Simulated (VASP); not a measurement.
# ZnS in VASP: further runs

The runs below take ZnS through single point, with PBE.

All numbers are computed with VASP 6.6.1; they aren't measurements. Logs are shortened: lines on timing, memory, paths and dates and some standing lists are left out, and cuts for length are marked.

## (1) The cell of the first run

It takes space group P6_3mc (No. 186, hexagonal). Conventional cell: a = 3.872 Å, b = 3.872 Å, c = 6.520 Å, α = 90.00°, β = 90.00°, γ = 120.00°. Within 3.0 Å of Zn (site symmetry 3m) lie 4 S at 2.28 to 2.82 Å. Within 3.0 Å of S (site symmetry 3m) lie 4 Zn at 2.28 to 2.82 Å.

## (2) Single point, PBE (strained)

Input file INCAR:

```
PREC     = Accurate       # precision mode
ENCUT    = 520            # plane-wave cutoff, eV
EDIFF    = 1E-6           # SCF threshold, eV
ISMEAR   = 0              # smearing method
SIGMA    = 0.02           # smearing width, eV
LREAL    = F              # projectors in reciprocal space
LASPH    = T              # aspherical terms in the spheres
NELM     = 60             # most SCF steps
ALGO     = Normal         # electronic algorithm
ISIF     = 2              # what is computed and relaxed
LWAVE    = F              # write WAVECAR
LCHARG   = T              # write CHGCAR
GGA      = PE             # functional
LELF     = T              # ELF
LVHAR    = T            
NBANDS   = 26             # bands
```

Input file KPOINTS:

```
Automatic mesh
0
Gamma
  9 9 6
```

Input file POSCAR:

```
ZnS
1.0
    3.8715936622      0.0000000000      0.0000000000
   -1.9357968311      3.3528984646      0.0000000000
    0.0000000000      0.0000000000      6.5201406000
Zn S
2 2
Direct
    0.3333333333      0.6666666667     -0.0240615977
    0.6666666667      0.3333333333      0.4759384023
    0.3333333333      0.6666666667      0.4090615977
    0.6666666667      0.3333333333      0.9090615977
```

Potentials or basis: VASP PAW PBE potentials, release 64 (Zn, S).

Started as:

```console
> cat potpaw_PBE.64/Zn/POTCAR potpaw_PBE.64/S/POTCAR > POTCAR
> mpirun -np 1 vasp_std > vasp.out
```

OUTCAR:

```text
PREC = Accurate
   ENCUT = 520
   EDIFF = 1E-6
   ISMEAR = 0
   LREAL = F
   LASPH = T
   NELM = 60
   ISIF = 2
   GGA = PE

 ion  position               nearest neighbor table
   1  0.333  0.667  0.976-   4 2.28   4 2.28   4 2.28   3 2.82
   2  0.667  0.333  0.476-   3 2.28   3 2.28   3 2.28   4 2.82
   3  0.333  0.667  0.409-   2 2.28   2 2.28   2 2.28   1 2.82
   4  0.667  0.333  0.909-   1 2.28   1 2.28   1 2.28   2 2.82

  LATTYP: Found a hexagonal cell.
 ALAT       =     3.8715936622
 C/A-ratio  =     1.6840973431

  Lattice vectors:

 A1 = (   3.8715936622,   0.0000000000,   0.0000000000)
 A2 = (  -1.9357968311,   3.3528984646,   0.0000000000)
 A3 = (   0.0000000000,   0.0000000000,   6.5201406000)

Analysis of symmetry for initial positions (statically):
=====================================================================
 Subroutine PRICEL returns:
 Original cell was already a primitive cell.

 Routine SETGRP: Setting up the symmetry group for a
 hexagonal supercell.

 Subroutine GETGRP returns: Found 12 space group operations
 (whereof  6 operations were pure point group operations)
 out of a pool of 24 trial point group operations.

The static configuration has the point symmetry C_3v.
 The point group associated with its full space group is C_6v.

Analysis of symmetry for dynamics (positions and initial velocities):
=====================================================================
 Subroutine PRICEL returns:
 Original cell was already a primitive cell.

 Routine SETGRP: Setting up the symmetry group for a
 hexagonal supercell.

 Subroutine GETGRP returns: Found 12 space group operations
 (whereof  6 operations were pure point group operations)
 out of a pool of 24 trial point group operations.

The dynamic configuration has the point symmetry C_3v.
 The point group associated with its full space group is C_6v.

 Subroutine INISYM returns: Found 12 space group operations
 (whereof  6 operations are pure point group operations),
 and found     1 'primitive' translations

----------------------------------------------------------------------------------------

                                     Primitive cell

  volume of cell :      84.6383

  direct lattice vectors                    reciprocal lattice vectors
     3.871593662  0.000000000  0.000000000     0.258291569  0.149124707  0.000000000
    -1.935796831  3.352898465  0.000000000     0.000000000  0.298249413  0.000000000
     0.000000000  0.000000000  6.520140600     0.000000000  0.000000000  0.153370926

[... 88 lines left out ...]
   LREAL  =      F    real-space projection
   EDIFFG = 0.1E-04   stopping-criterion for IOM
   NSW    =      0    number of steps for IOM
   IBRION =     -1    ionic relax: 0-MD 1-quasi-New 2-CG
   NFREE  =      0    steps in history (QN), initial steepest desc. (CG)
   ISIF   =      2    stress and relaxation
   ISYM   =      2    0-nonsym 1-usesym 2-fastsym
   POTIM  = 0.5000    time-step for ionic-motion
   TEBEG  =    0.0;   TEEND  =   0.0 temperature during run
   PSTRESS=    0.0 pullay stress
   NELECT =      36.0000    total number of electrons
   NUPDOWN=      -1.0000    fix difference up-down
   EMIN   =  10.00;   EMAX   =-10.00  energy-range for DOS
   EFERMI =   0.00;   METHOD = LEGACY
   ISMEAR =     0;   SIGMA  =   0.02  broadening in eV -4-tet -1-fermi 0-gaus
   EFERMI_NEDOS =   21; number of points for ismear=-14 and -15
   IALGO  =     38    algorithm
   IMIX   =      4    mixing-type and parameters
     AMIX     =   0.40;   BMIX     =  1.00
     AMIX_MAG =   1.60;   BMIX_MAG =  1.00
  volume/ion in A,a.u.               =      21.16       142.79
  Fermi-wavevector in a.u.,A,eV,Ry     =   1.231175  2.326584 20.623616  1.515793
  Thomas-Fermi vector in A             =   2.365995
   LORBIT       =      0    0 simple, 1 ext, 2 COOP (PROOUT), +10 PAW based schemes
   GGA     = PE    functional components
   LHFCALC =     F    Hartree Fock is set to
   AEXX    =    0.0000 exact exchange contribution
   IVDW    =     0    specifies the selected vdW correction
   LEPSILON=     F    determine dielectric tensor
   LRPA    =     F    only Hartree local field effects (RPA)
 non-spin polarized calculation
 Gauss-broadening in eV      SIGMA  =   0.02
  energy-cutoff  :      520.00
  volume of cell :       84.64
 maximum number of plane-waves:      2307
 NGX is ok and might be reduce to    30
   NGX = 15   NGY = 15   NGZ = 25

 number of electron      36.0000005 magnetization

 Free energy of the ion-electron system (eV)
  ---------------------------------------------------
  ext. energy  EPLUGINS =         0.00000000
  ---------------------------------------------------
  free energy    TOTEN  =       -13.28649952 eV

  energy without entropy =      -13.28649952  energy(sigma->0) =      -13.28649952

 E-fermi :   1.5108     XC(G=0):  -9.2709

 val. band max:        1.4134457719   @ k =   0.0000   0.0000   0.0000
 cond. band min:       3.5709074736   @ k =   0.0000   0.0000   0.0000
 fundamental gap:      2.1574617017
 Fermi energy:         1.5108394029

 k-point     1 :       0.0000    0.0000    0.0000
  band No.  band energies     occupation
      1     -11.3338      2.00000
      2     -10.7002      2.00000
      3      -4.9029      2.00000
      4      -4.9029      2.00000
      5      -4.8974      2.00000
      6      -4.8974      2.00000
[... 685 lines left out ...]
     25      11.4218      0.00000
     26      11.4383      0.00000

 [... further k-points ...]

------------------------ aborting loop because EDIFF is reached ----------------------------------------

  FORCE on cell =-STRESS in cart. coord.  units (eV):
  Direction    XX          YY          ZZ          XY          YZ          ZX
  --------------------------------------------------------------------------------------
  -------------------------------------------------------------------------------------
  Total        1.1123342      1.1123342     -1.3922681      0.0000000      0.0000000      0.0000000
  in kB       21.0561381     21.0561381    -26.3552008      0.0000000      0.0000000      0.0000000
  external PRESSURE =       5.2523585 kB  Pullay stress =       0.0000000 kB

 VOLUME and BASIS-vectors are now :
 -----------------------------------------------------------------------------
  energy-cutoff  :      520.00
  volume of cell :       84.64
      direct lattice vectors                 reciprocal lattice vectors
     3.871593662  0.000000000  0.000000000     0.258291569  0.149124707  0.000000000
    -1.935796831  3.352898465  0.000000000     0.000000000  0.298249413  0.000000000
     0.000000000  0.000000000  6.520140600     0.000000000  0.000000000  0.153370926

 POSITION                                       TOTAL-FORCE (eV/Angst)
 -----------------------------------------------------------------------------------
     -0.00000      2.23527      6.36326        -0.000000      0.000000      0.612017
      1.93580      1.11763      3.10319         0.000000      0.000000      0.612017
     -0.00000      2.23527      2.66714        -0.000000     -0.000000     -0.612017
      1.93580      1.11763      5.92721         0.000000      0.000000     -0.612017
 -----------------------------------------------------------------------------------
    total drift:                                0.000000      0.000001      0.001331

  FREE ENERGIE OF THE ION-ELECTRON SYSTEM (eV)
  ---------------------------------------------------
  free  energy   TOTEN  =       -13.2864995150 eV

  energy  without entropy=      -13.2864995150  energy(sigma->0) =      -13.28649952
```

OSZICAR:

```text
N       E                     dE             d eps       ncg     rms          rms(c)
DAV:   1     0.244449950310E+03    0.24445E+03   -0.17092E+04  2496   0.164E+03
DAV:   2     0.109785984414E+02   -0.23347E+03   -0.22225E+03  2570   0.343E+02
DAV:   3    -0.136480381790E+02   -0.24627E+02   -0.24395E+02  3014   0.111E+02
DAV:   4    -0.142447514989E+02   -0.59671E+00   -0.59538E+00  2868   0.175E+01
DAV:   5    -0.142542681728E+02   -0.95167E-02   -0.95142E-02  3024   0.216E+00    0.951E+00
DAV:   6    -0.132976059678E+02    0.95666E+00   -0.18880E+00  3748   0.378E+01    0.740E+00
DAV:   7    -0.132909645025E+02    0.66415E-02   -0.12635E+00  2642   0.665E+00    0.349E+00
DAV:   8    -0.132853286814E+02    0.56358E-02   -0.41306E-02  3108   0.207E+00    0.927E-01
DAV:   9    -0.132860377182E+02   -0.70904E-03   -0.83946E-03  3318   0.145E+00    0.222E-01
DAV:  10    -0.132862585077E+02   -0.22079E-03   -0.91689E-04  2768   0.378E-01    0.962E-02
DAV:  11    -0.132864956558E+02   -0.23715E-03   -0.38496E-04  2608   0.153E-01    0.587E-02
DAV:  12    -0.132864954726E+02    0.18312E-06   -0.23623E-05  3038   0.505E-02    0.135E-02
DAV:  13    -0.132864994287E+02   -0.39561E-05   -0.69486E-06  2582   0.146E-02    0.251E-03
DAV:  14    -0.132864995150E+02   -0.86297E-07   -0.22315E-07  2106   0.508E-03
   1 F= -.13286500E+02 E0= -.13286500E+02  d E =-.117117E-14
```

It took 2.7 min on 1 thread of AMD EPYC 7R43 (Zen 3), shared host; peak memory 0.21 GiB.

What came out:

* Free energy: -13.2865 eV
* Pressure: 0.5 GPa
* Largest force: 0.612 eV/Å
* Band gap on the k mesh: 2.16 eV

Forces in eV/Å, atoms in the order of the input:
```
Zn   0.000  0.000  0.612
Zn   0.000  0.000  0.612
S    0.000  0.000 -0.612
S    0.000  0.000 -0.612
```

Caveat: the cell differs from its parent crystal (strained).

## (3) Single point, PBE (strained)

Input file INCAR:

```
SYSTEM = ZnS
PREC = Accurate
ENCUT = 520
EDIFF = 1E-7
ISMEAR = 0
SIGMA = 0.02
LREAL = .False.
LASPH = .True.
NELM = 60
ALGO = Normal
ISIF = 2
LWAVE = .False.
LCHARG = .False.
GGA = PE
NBANDS = 26
```

Input file KPOINTS:

```
Automatic mesh
0
Gamma
  9 9 6
  0 0 0
```

Input file POSCAR:

```
ZnS
1.0
    3.9706796305      0.0000000000      0.0000000000
   -1.9853398153      3.4387094303      0.0000000000
    0.0000000000      0.0000000000      6.5887146000
Zn S
2 2
Direct
    0.3333333333      0.6666666667     -0.0240615977
    0.6666666667      0.3333333333      0.4759384023
    0.3333333333      0.6666666667      0.4090615977
    0.6666666667      0.3333333333      0.9090615977
```

Potentials or basis: VASP PAW PBE potentials, release 64 (Zn, S).

Started as:

```console
> cat potpaw_PBE.64/Zn/POTCAR potpaw_PBE.64/S/POTCAR > POTCAR
> mpirun -np 1 vasp_std > vasp.out
```

OUTCAR:

```text
SYSTEM = ZnS
   PREC = Accurate
   ENCUT = 520
   EDIFF = 1E-7
   ISMEAR = 0
   LREAL = .False.
   LASPH = .True.
   NELM = 60
   ISIF = 2
   GGA = PE

 ion  position               nearest neighbor table
   1  0.333  0.667  0.976-   4 2.33   4 2.33   4 2.33   3 2.85
   2  0.667  0.333  0.476-   3 2.33   3 2.33   3 2.33   4 2.85
   3  0.333  0.667  0.409-   2 2.33   2 2.33   2 2.33   1 2.85
   4  0.667  0.333  0.909-   1 2.33   1 2.33   1 2.33   2 2.85

  LATTYP: Found a hexagonal cell.
 ALAT       =     3.9706796305
 C/A-ratio  =     1.6593417785

  Lattice vectors:

 A1 = (   3.9706796305,   0.0000000000,   0.0000000000)
 A2 = (  -1.9853398153,   3.4387094303,   0.0000000000)
 A3 = (   0.0000000000,   0.0000000000,   6.5887146000)

Analysis of symmetry for initial positions (statically):
=====================================================================
 Subroutine PRICEL returns:
 Original cell was already a primitive cell.

 Routine SETGRP: Setting up the symmetry group for a
 hexagonal supercell.
[... 170 lines left out ...]
  free energy    TOTEN  =       -13.24764529 eV

  energy without entropy =      -13.24764529  energy(sigma->0) =      -13.24764529

 E-fermi :   1.1684     XC(G=0):  -9.0007

 val. band max:        1.0201772770   @ k =   0.0000   0.0000   0.0000
 cond. band min:       2.7685718454   @ k =   0.0000   0.0000   0.0000
 fundamental gap:      1.7483945684
 Fermi energy:         1.1684448451

 k-point     1 :       0.0000    0.0000    0.0000
  band No.  band energies     occupation
      1     -11.4417      2.00000
      2     -10.8590      2.00000
      3      -5.1731      2.00000
      4      -5.1731      2.00000
      5      -5.1667      2.00000
      6      -5.1667      2.00000
[... 685 lines left out ...]
     25      10.4824      0.00000
     26      10.4825      0.00000

 [... further k-points ...]

------------------------ aborting loop because EDIFF is reached ----------------------------------------

  FORCE on cell =-STRESS in cart. coord.  units (eV):
  Direction    XX          YY          ZZ          XY          YZ          ZX
  --------------------------------------------------------------------------------------
  -------------------------------------------------------------------------------------
  Total       -1.8442586     -1.8442586     -2.1681417      0.0000000     -0.0000000      0.0000000
  in kB      -32.8451596    -32.8451596    -38.6133261      0.0000000     -0.0000000      0.0000000
  external PRESSURE =     -34.7678818 kB  Pullay stress =       0.0000000 kB

 VOLUME and BASIS-vectors are now :
 -----------------------------------------------------------------------------
  energy-cutoff  :      520.00
  volume of cell :       89.96
      direct lattice vectors                 reciprocal lattice vectors
     3.970679630  0.000000000  0.000000000     0.251846055  0.145403388  0.000000000
    -1.985339815  3.438709430  0.000000000     0.000000000  0.290806775  0.000000000
     0.000000000  0.000000000  6.588714600     0.000000000  0.000000000  0.151774672

 POSITION                                       TOTAL-FORCE (eV/Angst)
 -----------------------------------------------------------------------------------
     -0.00000      2.29247      6.43018        -0.000000     -0.000000      0.474275
      1.98534      1.14624      3.13582         0.000000      0.000000      0.474275
     -0.00000      2.29247      2.69519        -0.000000      0.000000     -0.474275
      1.98534      1.14624      5.98955        -0.000000     -0.000000     -0.474275
 -----------------------------------------------------------------------------------
    total drift:                               -0.000000     -0.000000      0.001193

  FREE ENERGIE OF THE ION-ELECTRON SYSTEM (eV)
  ---------------------------------------------------
  free  energy   TOTEN  =       -13.2476452877 eV

  energy  without entropy=      -13.2476452877  energy(sigma->0) =      -13.24764529
```

OSZICAR:

```text
N       E                     dE             d eps       ncg     rms          rms(c)
DAV:   1     0.237228574573E+03    0.23723E+03   -0.16803E+04  2496   0.159E+03
DAV:   2     0.101027987458E+02   -0.22713E+03   -0.21757E+03  2614   0.338E+02
DAV:   3    -0.136339628477E+02   -0.23737E+02   -0.23503E+02  2976   0.109E+02
DAV:   4    -0.142141539377E+02   -0.58019E+00   -0.57878E+00  2866   0.171E+01
DAV:   5    -0.142233903328E+02   -0.92364E-02   -0.92344E-02  2940   0.210E+00    0.842E+00
DAV:   6    -0.132579819030E+02    0.96541E+00   -0.18966E+00  3768   0.361E+01    0.667E+00
DAV:   7    -0.132503282040E+02    0.76537E-02   -0.11023E+00  2662   0.622E+00    0.331E+00
DAV:   8    -0.132466988855E+02    0.36293E-02   -0.40578E-02  3170   0.220E+00    0.802E-01
DAV:   9    -0.132471150773E+02   -0.41619E-03   -0.73196E-03  3288   0.149E+00    0.207E-01
DAV:  10    -0.132474075515E+02   -0.29247E-03   -0.11924E-03  2742   0.350E-01    0.886E-02
DAV:  11    -0.132476422250E+02   -0.23467E-03   -0.37210E-04  2590   0.135E-01    0.569E-02
DAV:  12    -0.132476413164E+02    0.90858E-06   -0.15866E-05  2948   0.313E-02    0.133E-02
DAV:  13    -0.132476452633E+02   -0.39468E-05   -0.59642E-06  2604   0.144E-02    0.515E-03
DAV:  14    -0.132476452877E+02   -0.24425E-07   -0.31643E-07  2854   0.543E-03
   1 F= -.13247645E+02 E0= -.13247645E+02  d E =-.314619E-28
```

stdout:

```text
POSCAR found type information on POSCAR ZnS
 POSCAR found :  2 types and       4 ions
 scaLAPACK will be used
 LDA part: xc-table for (Slater+PW92), standard interpolation
 POSCAR, INCAR and KPOINTS ok, starting setup
 FFT: planning ... GRIDC
 FFT: planning ... GRID_SOFT
 FFT: planning ... GRID
 WAVECAR not read
 entering main loop
```

Run time: 2.4 min. Hardware: 1 thread of AMD EPYC 7R43 (Zen 3), shared host; peak memory 0.22 GiB.

Results:

```
Free energy            : -13.2476 eV
Pressure               : -3.5 GPa
Largest force          : 0.474 eV/Å
Band gap on the k mesh : 1.75 eV
```

Forces on the atoms (eV/Å):
```
Zn   0.000  0.000  0.474
Zn   0.000  0.000  0.474
S    0.000  0.000 -0.474
S    0.000  0.000 -0.474
```

Stress tensor (GPa, compression positive):
```
-3.28  0.00  0.00
 0.00 -3.28  0.00
 0.00  0.00 -3.86
```

Levels at points of the mesh, in eV from the valence-band top:
| k point | band 16 | band 17 | band 18 | band 19 | band 20 | band 21 |
| --- | --- | --- | --- | --- | --- | --- |
| (0.00, 0.00, 0.00) | -0.19 | -0.19 | 0.00 | 1.75 | 2.27 | 6.29 |
| (0.00, 0.00, 0.50) | -0.44 | -0.44 | -0.44 | 2.72 | 2.72 | 6.52 |

Caveat: the cell differs from its parent crystal (strained); the cell stands under tension. A k mesh can miss the band edges.

## (4) Single point, PBE (strained and its atoms moved)

Input file INCAR:

```
SYSTEM = ZnS
PREC     = Accurate       ! precision mode
ENCUT    = 520            ! plane-wave cutoff, eV
EDIFF    = 1E-7           ! SCF threshold, eV
ISMEAR   = 0              ! smearing method
SIGMA    = 0.02           ! smearing width, eV
LREAL    = .False.        ! projectors in reciprocal space
LASPH    = .True.         ! aspherical terms in the spheres
NELM     = 100            ! most SCF steps
ALGO     = Normal         ! electronic algorithm
ISIF     = 2              ! what is computed and relaxed
LWAVE    = .False.        ! write WAVECAR
LCHARG   = .False.        ! write CHGCAR
GGA      = PE             ! functional
NBANDS   = 26             ! bands
```

KPOINTS is that of step 3.

Input file POSCAR:

```
ZnS
1.0
    3.9215558563      0.0000000000      0.0000000000
   -1.9607779281      3.3961669938      0.0000000000
    0.0000000000      0.0000000000      6.7888883400
Zn S
2 2
Direct
    0.3333333333      0.6666666667      0.0070236366
    0.6666666667      0.3333333333      0.4935042763
    0.3333333333      0.6666666667      0.3854319007
    0.6666666667      0.3333333333      0.8840401865
```

Started as:

```console
> cat potpaw_PBE.64/Zn/POTCAR potpaw_PBE.64/S/POTCAR > POTCAR
> mpirun -np 1 vasp_std > vasp.out
```

Run time: 3.9 min. Hardware: 1 thread of AMD EPYC 7R43 (Zen 3), shared host; peak memory 0.24 GiB.

Results (log left out):

| Property | Result |
| --- | --- |
| Free energy | -13.4284 eV |
| Pressure | -5.3 GPa |
| Largest force | 0.387 eV/Å |
| Band gap on the k mesh | 1.53 eV |

Forces in eV/Å, atoms in the order of the input:
```
Zn   0.000  0.000 -0.082
Zn   0.000  0.000  0.387
S    0.000  0.000 -0.264
S    0.000  0.000 -0.041
```

Stress tensor (GPa, compression positive):
```
-3.93  0.00  0.00
 0.00 -3.93  0.00
 0.00  0.00 -8.06
```

Levels at points of the mesh, in eV from the valence-band top:
```csv
k point,band 14,band 15,band 16,band 17,band 18,band 19,band 20,band 21,band 22,band 23
"(0.00, 0.00, 0.00)",-0.62,-0.62,-0.20,0.00,0.00,1.53,2.99,6.13,6.49,6.49
"(0.00, 0.00, 0.50)",-2.50,-0.47,-0.47,-0.17,-0.17,2.97,3.27,6.20,6.23,6.74
```

Caveat: the cell differs from its parent crystal (strained and its atoms moved); the cell stands under tension. A k mesh can miss the band edges.

## (5) Summary

```csv
cell,gap on the mesh (eV),pressure (GPa),largest force (eV/Å)
"a = 3.872, b = 3.872, c = 6.520 Å, angles 90.0, 90.0, 120.0°, 4 atoms, strained",2.16,0.5,0.61
"a = 3.971, b = 3.971, c = 6.589 Å, angles 90.0, 90.0, 120.0°, 4 atoms, strained",1.75,-3.5,0.47
"a = 3.922, b = 3.922, c = 6.789 Å, angles 90.0, 90.0, 120.0°, 4 atoms, strained and its atoms moved",1.53,-5.3,0.39
```

Alike in all rows: task single point; level PBE; potentials or basis VASP PAW PBE potentials, release 64 (Zn, S); no spin polarisation; k mesh 9 × 9 × 6; cutoff (eV) 520; smearing gaussian 0.02 eV.

Caveats: the cell stands under tension (at least some runs).

Total energies depend on the potentials used, so only differences within one code and one set of settings carry meaning.
